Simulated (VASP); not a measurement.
Input of a VASP 6.6.1 run:

INCAR

```
SYSTEM = Si
PREC = Accurate
ENCUT = 520
EDIFF = 1E-6
ISMEAR = 0
SIGMA = 0.05
LREAL = .FALSE.
LASPH = .TRUE.
NELM = 80
ALGO = Normal
ISIF = 2
LWAVE = .FALSE.
LCHARG = .FALSE.
GGA = PE
NBANDS = 16
```

KPOINTS

```
Automatic mesh
0
G
  12 12 6
  0 0 0
```

POSCAR

```
Si
1.0
    3.6973121707      0.0000000000      0.0000000000
   -1.8486560853      3.2019662655      0.0000000000
    0.0000000000      0.0000000000      6.9051002099
Si
4
Direct
    0.3333333333      0.6666666667      0.0864996323
    0.6666666667      0.3333333333      0.5864996323
    0.3333333333      0.6666666667      0.4135003677
    0.6666666667      0.3333333333      0.9135003677
```

Potentials or basis: VASP PAW PBE potentials, release 64 (Si).

The run is started by

```console
$ cat potpaw_PBE.64/Si/POTCAR > POTCAR
$ mpirun -np 1 vasp_std > vasp.out
```

Estimate the pressure.

-1.9 GPa.

Estimate the band gap on the k mesh.

zero (band 8 reaches 7.00 eV, above the bottom of band 9 at 5.69 eV).

Forces in eV/Å, atoms in the order of the input:
```
Si   0.000  0.000 -2.930
Si   0.000  0.000 -2.930
Si   0.000  0.000  2.930
Si   0.000  0.000  2.930
```

Caveat: forces of over 1 eV/Å act on the atoms, so gaps and moduli don't describe the material at rest.
